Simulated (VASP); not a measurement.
## CsC: relaxation of cell and atoms with PBE

Crystal: CsC.

```
CELL_PARAMETERS angstrom
3.84182 0.00000 0.00000
-1.92091 3.32711 0.00000
0.00000 0.00000 3.74711
ATOMIC_POSITIONS crystal
Cs 0.00000 0.00000 0.00000
C 0.66667 0.33333 0.50000
```

```
Program                : VASP 6.6.1
Task                   : relaxation of cell and atoms
Functional             : PBE
Potentials or basis    : VASP PAW PBE potentials, release 64 (Cs_sv, C)
Cutoff                 : 600 eV
k mesh                 : 6 × 6 × 4
Occupations            : gaussian, width 0.1 eV
Spin                   : collinear spin
Starting moments       : [0.24, 2.38] μB
Dipole correction      : no
Further INCAR settings : ALGO = Normal; EDIFF = 1e-07; IBRION = 2; EDIFFG = -0.04; NSW = 90; ISIF = 3
```

The relaxed volume is 38.57 Å³/atom, the relaxed cell is a = 4.590 Å, b = 4.590 Å, c = 4.228 Å, α = 90.00°, β = 90.00°, γ = 120.00° and the space group after relaxing (to 0.1 Å) is P-6m2 (No. 187). The energy gained by relaxing is 436.1 meV/atom. The ionic steps are 8 and the pressure after relaxing is 0.0 GPa. The band gap on the k mesh is 0.67 eV (least direct gap 1.01 eV), the net moment is 3.00 μB per cell and the site moments are Cs +0.10; C +1.19 μB. The valence electrons inside the program's atomic spheres are Cs 6.57; C 2.12.

Stress tensor (GPa, compression positive):
```
 0.06  0.00  0.00
 0.00  0.06  0.00
 0.00  0.00 -0.08
```

Step by step:
```
step  energy change (eV)  largest force (eV/Å)  pressure (GPa)  volume (Å³)
   1              0.0000                0.0000           14.15        47.90
   2             -0.7542                0.0000            2.97        64.11
   3             -0.8369                0.0000            0.96        71.23
   4             -0.8040                0.0000           -1.22        87.03
   5             -0.8504                0.0000           -0.08        76.94
   6             -0.8507                0.0000            0.02        76.25
   7             -0.8623                0.0000            0.02        76.59
   8             -0.8722                0.0000            0.01        77.14
```

Final structure:
```cif
data_structure
_symmetry_space_group_name_H-M 'P 1'
_symmetry_Int_Tables_number 1
_cell_length_a 4.5898
_cell_length_b 4.5898
_cell_length_c 4.2283
_cell_angle_alpha 90.000
_cell_angle_beta 90.000
_cell_angle_gamma 120.000
_cell_volume 77.14
loop_
_atom_site_label
_atom_site_type_symbol
_atom_site_fract_x
_atom_site_fract_y
_atom_site_fract_z
_atom_site_occupancy
Cs1 Cs 0.00000 0.00000 0.00000 1
C1 C 0.66667 0.33333 0.50000 1
```

Levels at points of the mesh, in eV from the valence-band top:
Spin up:
```csv
k point,band 5,band 6,band 7,band 8,band 9,band 10,band 11
"(0.00, 0.00, 0.00)",-8.16,-0.38,-0.38,0.00,2.77,3.56,5.93
"(0.50, 0.00, 0.00)",-7.73,-1.12,-0.36,-0.20,3.40,5.23,6.46
"(0.00, 0.00, 0.50)",-7.48,-1.38,-0.35,-0.35,4.65,5.22,5.22
"(0.50, 0.00, 0.50)",-8.28,-0.81,-0.66,-0.63,4.34,4.89,7.04
```
Spin down:
```tsv
k point	band 3	band 4	band 5	band 6	band 7	band 8
(0.00, 0.00, 0.00)	-8.16	-8.04	-5.82	2.28	2.28	2.98
(0.50, 0.00, 0.00)	-8.29	-7.96	-5.24	1.01	2.42	2.68
(0.00, 0.00, 0.50)	-8.08	-8.08	-5.02	0.67	2.52	2.52
(0.50, 0.00, 0.50)	-8.59	-8.19	-5.49	1.52	1.74	1.93
```

Run time: 5 min on 1 thread of Oxide Virtual Turin-like Processor, on a shared host, peak memory 0.18 GiB.

Caveat: the volume moved by over 15 % at a fixed basis, so the end points are rough; spin-orbit coupling is left out, which moves the levels of the heavy elements. A k mesh can miss the band edges.
